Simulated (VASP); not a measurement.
# BaTiO3 (Amm2) in VASP: relaxation of cell and atoms with PBE

Aim: the relaxation of cell and atoms of BaTiO3 with PBE.

All numbers are computed with VASP 6.6.1; they aren't measurements. Logs are shortened: lines on timing, memory, paths and dates and some standing lists are left out, and cuts for length are marked.

## (1) The cell of the first run

The structure is orthorhombic, space group Amm2 (No. 38). Conventional cell: a = 3.983 Å, b = 5.725 Å, c = 5.751 Å, α = 90.00°, β = 90.00°, γ = 90.00°. Ba (site symmetry mm2) has 12 O at 2.79 to 2.96 Å and 8 Ti at 3.43 to 3.57 Å within 3.7 Å. Within 2.5 Å of Ti (site symmetry mm2) lie 6 O at 1.87 to 2.19 Å. O (site symmetry m) has 2 Ti at 1.87 to 2.19 Å within 2.5 Å. Within 2.6 Å of O (site symmetry mm2) lie 2 Ti at 2.00 Å.

## (2) Relaxation of cell and atoms, PBE

The input, INCAR:

```
  ALGO = Normal
  EDIFF = 1E-6
  EDIFFG = -0.02
  ENCUT = 600
  GGA = PE
  IBRION = 2
  ISIF = 3
  ISMEAR = 0
  LASPH = T
  LCHARG = F
  LREAL = F
  LWAVE = F
  NELM = 80
  NSW = 70
  PREC = Accurate
  SIGMA = 0.02
```

The input, KPOINTS:

```
k-points
0
Gamma
  8 8 8
```

The input, POSCAR:

```
BaTiO3
1.0
    3.9833340000      0.0000000000      0.0000000000
    0.0000000000      2.8625950000      2.8753400000
    0.0000000000     -2.8625950000      2.8753400000
Ba Ti O
1 1 3
Direct
    0.0000000000      0.0034140000      0.0034140000
    0.5000000000      0.5185040000      0.5185040000
    0.5000000000      0.9784260000      0.4913520000
    0.5000000000      0.4913520000      0.9784260000
    0.0000000000      0.4882050000      0.4882050000
```

Potentials or basis: VASP PAW PBE potentials, release 64 (Ba_sv, Ti_sv, O).

The run is started by

```
> cat potpaw_PBE.64/Ba_sv/POTCAR potpaw_PBE.64/Ti_sv/POTCAR potpaw_PBE.64/O/POTCAR > POTCAR
> mpirun -np 1 vasp_std > vasp.out
```

OUTCAR:

```text
EDIFF = 1E-6
   EDIFFG = -0.02
   ENCUT = 600
   GGA = PE
   IBRION = 2
   ISIF = 3
   ISMEAR = 0
   LASPH = T
   LREAL = F
   NELM = 80
   NSW = 70
   PREC = Accurate

 ion  position               nearest neighbor table
   1  0.000  0.003  0.003-   5 2.79   4 2.81   3 2.81   3 2.81   4 2.81   5 2.86   5 2.86   4 2.88
                             3 2.88   3 2.88   4 2.88   5 2.96   2 3.43   2 3.43   2 3.49   2 3.49
   2  0.500  0.519  0.519-   3 1.87   4 1.87   5 2.00   5 2.00   3 2.19   4 2.19   1 3.43   1 3.43
                             1 3.49   1 3.49   1 3.49   1 3.49   1 3.57   1 3.57
   3  0.500  0.978  0.491-   2 1.87   2 2.19   1 2.81   1 2.81   1 2.88   1 2.88
   4  0.500  0.491  0.978-   2 1.87   2 2.19   1 2.81   1 2.81   1 2.88   1 2.88
   5  0.000  0.488  0.488-   2 2.00   2 2.00   1 2.79   1 2.86   1 2.86   1 2.96

  LATTYP: Found a base centered orthorhombic cell.
 ALAT       =     5.7251900000
 B/A-ratio  =     1.0044522540
 C/A-ratio  =     0.6957557740

  Lattice vectors:

 A1 = (   0.0000000000,   2.8625950000,  -2.8753400000)
 A2 = (   0.0000000000,   2.8625950000,   2.8753400000)
 A3 = (   3.9833340000,   0.0000000000,   0.0000000000)

Analysis of symmetry for initial positions (statically):
=====================================================================
 Subroutine PRICEL returns:
 Original cell was already a primitive cell.

 Routine SETGRP: Setting up the symmetry group for a
 base centered orthorhombic supercell.

 Subroutine GETGRP returns: Found  4 space group operations
 (whereof  4 operations were pure point group operations)
 out of a pool of  8 trial point group operations.

The static configuration has the point symmetry C_2v.

Analysis of symmetry for dynamics (positions and initial velocities):
=====================================================================
 Subroutine PRICEL returns:
 Original cell was already a primitive cell.

 Routine SETGRP: Setting up the symmetry group for a
 base centered orthorhombic supercell.

 Subroutine GETGRP returns: Found  4 space group operations
 (whereof  4 operations were pure point group operations)
 out of a pool of  8 trial point group operations.

The dynamic configuration has the point symmetry C_2v.

 Subroutine INISYM returns: Found  4 space group operations
 (whereof  4 operations are pure point group operations),
[... 121 lines left out ...]
     AMIX     =   0.40;   BMIX     =  1.00
     AMIX_MAG =   1.60;   BMIX_MAG =  1.00
  volume/ion in A,a.u.               =      13.11        88.50
  Fermi-wavevector in a.u.,A,eV,Ry     =   1.388416  2.623725 26.227930  1.927698
  Thomas-Fermi vector in A             =   2.512544
   LORBIT       =      0    0 simple, 1 ext, 2 COOP (PROOUT), +10 PAW based schemes
   GGA     = PE    functional components
   LHFCALC =     F    Hartree Fock is set to
   AEXX    =    0.0000 exact exchange contribution
   IVDW    =     0    specifies the selected vdW correction
   LEPSILON=     F    determine dielectric tensor
   LRPA    =     F    only Hartree local field effects (RPA)
 conjugate gradient relaxation of ions
 non-spin polarized calculation
 Gauss-broadening in eV      SIGMA  =   0.02
  energy-cutoff  :      600.00
  volume of cell :       65.57
 maximum number of plane-waves:      2240
 NGX is ok and might be reduce to    32
   NGX = 15   NGY = 17   NGZ = 17

--------------------------------------- Ionic step        1  -------------------------------------------

 number of electron      39.9999988 magnetization

 Free energy of the ion-electron system (eV)
  ---------------------------------------------------
  ext. energy  EPLUGINS =         0.00000000
  ---------------------------------------------------
  free energy    TOTEN  =       -40.04024842 eV

  energy without entropy =      -40.04024842  energy(sigma->0) =      -40.04024842

------------------------ aborting loop because EDIFF is reached ----------------------------------------

  FORCE on cell =-STRESS in cart. coord.  units (eV):
  Direction    XX          YY          ZZ          XY          YZ          ZX
  --------------------------------------------------------------------------------------
  -------------------------------------------------------------------------------------
  Total        1.1552003      1.2004755      1.1942435      0.0000000      0.0000000      0.0000000
  in kB       28.2255258     29.3317542     29.1794868      0.0000000      0.0000000      0.0000000
  external PRESSURE =      28.9122556 kB  Pullay stress =       0.0000000 kB
[... 98 lines left out ...]
  FREE ENERGIE OF THE ION-ELECTRON SYSTEM (eV)
  ---------------------------------------------------
  free  energy   TOTEN  =       -40.0510555939 eV

  energy  without entropy=      -40.0510555939  energy(sigma->0) =      -40.05105559

[... ionic steps 4 to 9 ...]

--------------------------------------- Ionic step       10  -------------------------------------------

 number of electron      39.9999990 magnetization

------------------------ aborting loop because EDIFF is reached ----------------------------------------
[... 73 lines left out ...]
--------------------------------------- Ionic step       12  -------------------------------------------

 number of electron      39.9999990 magnetization

 Free energy of the ion-electron system (eV)
  ---------------------------------------------------
  ext. energy  EPLUGINS =         0.00000000
  ---------------------------------------------------
  free energy    TOTEN  =       -40.06000416 eV

  energy without entropy =      -40.06000416  energy(sigma->0) =      -40.06000416

 E-fermi :   3.5514     XC(G=0): -10.9505

 val. band max:        3.4300379290   @ k =   0.5000   0.5000   0.5000
 cond. band min:       5.7689528004   @ k =   0.0000   0.0000   0.0000
 fundamental gap:      2.3389148714
 Fermi energy:         3.5513747103

 k-point     1 :       0.0000    0.0000    0.0000
  band No.  band energies     occupation
      1     -52.9746      2.00000
      2     -29.2545      2.00000
      3     -29.2506      2.00000
      4     -29.1672      2.00000
      5     -21.5843      2.00000
      6     -13.3328      2.00000
[... 637 lines left out ...]
     23       7.3550      0.00000
     24       8.0850      0.00000

 [... further k-points ...]

------------------------ aborting loop because EDIFF is reached ----------------------------------------

  FORCE on cell =-STRESS in cart. coord.  units (eV):
  Direction    XX          YY          ZZ          XY          YZ          ZX
  --------------------------------------------------------------------------------------
  -------------------------------------------------------------------------------------
  Total        0.0291545      0.0231694      0.0068538      0.0000000      0.0000000      0.0000000
  in kB        0.6907294      0.5489285      0.1623808      0.0000000      0.0000000      0.0000000
  external PRESSURE =       0.4673462 kB  Pullay stress =       0.0000000 kB
[... 20 lines left out ...]
  FREE ENERGIE OF THE ION-ELECTRON SYSTEM (eV)
  ---------------------------------------------------
  free  energy   TOTEN  =       -40.0600041620 eV

  energy  without entropy=      -40.0600041620  energy(sigma->0) =      -40.06000416

 reached required accuracy - stopping structural energy minimisation
```

Wall time 16 min (1 thread of Intel Xeon Platinum 8259CL at 2.50GHz (Skylake/Cascade Lake), shared host); peak memory 0.35 GiB.

What came out:

```yaml
Free_energy: -40.0600 eV
Relaxed_volume: 13.53 Å³/atom
Relaxed_cell: a = 3.981 Å, b = 4.121 Å, c = 4.121 Å, α = 89.48°, β = 90.00°, γ = 90.00°
Space_group_after_relaxing_to_0.1_Å: Amm2 (No. 38)
Energy_gained_by_relaxing: 4.0 meV/atom
Ionic_steps: 12
Pressure_after_relaxing: 0.0 GPa
Largest_force_after_relaxing: 0.006 eV/Å
Band_gap_on_the_k_mesh: 2.34 eV (least direct gap 2.89 eV)
```

Forces in eV/Å, atoms in the order of the input:
```
Ba   0.000  0.000 -0.006
Ti   0.000  0.000  0.001
O    0.000 -0.004  0.005
O    0.000  0.004  0.005
O    0.000  0.000 -0.006
```

Step by step:
| step | energy change (eV) | largest force (eV/Å) | pressure (GPa) | volume (Å³) |
| --- | --- | --- | --- | --- |
| 1 | 0.0000 | 0.0636 | 2.89 | 65.57 |
| 2 | -0.0030 | 0.3528 | -2.38 | 67.84 |
| 3 | -0.0108 | 0.2212 | -0.05 | 66.78 |
| 4 | -0.0143 | 0.1296 | 0.00 | 66.99 |
| 5 | -0.0161 | 0.0750 | 0.13 | 67.28 |
| 6 | -0.0183 | 0.0675 | -0.18 | 67.59 |
| 7 | -0.0187 | 0.0626 | -0.41 | 67.83 |
| 8 | -0.0191 | 0.0618 | 0.48 | 67.50 |
| 9 | -0.0193 | 0.0525 | 0.14 | 67.62 |
| 10 | -0.0196 | 0.0267 | -0.01 | 67.64 |
| 11 | -0.0196 | 0.0256 | -0.03 | 67.65 |
| 12 | -0.0198 | 0.0063 | 0.05 | 67.63 |

Final structure:
```
Ba Ti O
1.0
     3.98149    0.00000    0.00000
     0.00000    2.90109    2.92733
     0.00000   -2.90109    2.92733
Ba Ti O
1 1 3
Cartesian
  0.0000 0.0000 0.0449
  1.9907 0.0000 3.0726
  1.9907 1.3993 4.2822
  1.9907 -1.3993 4.2822
  0.0000 0.0000 2.8371
```

Caveat: spin-orbit coupling is left out, which moves the levels of the heavy elements. A k mesh can miss the band edges.
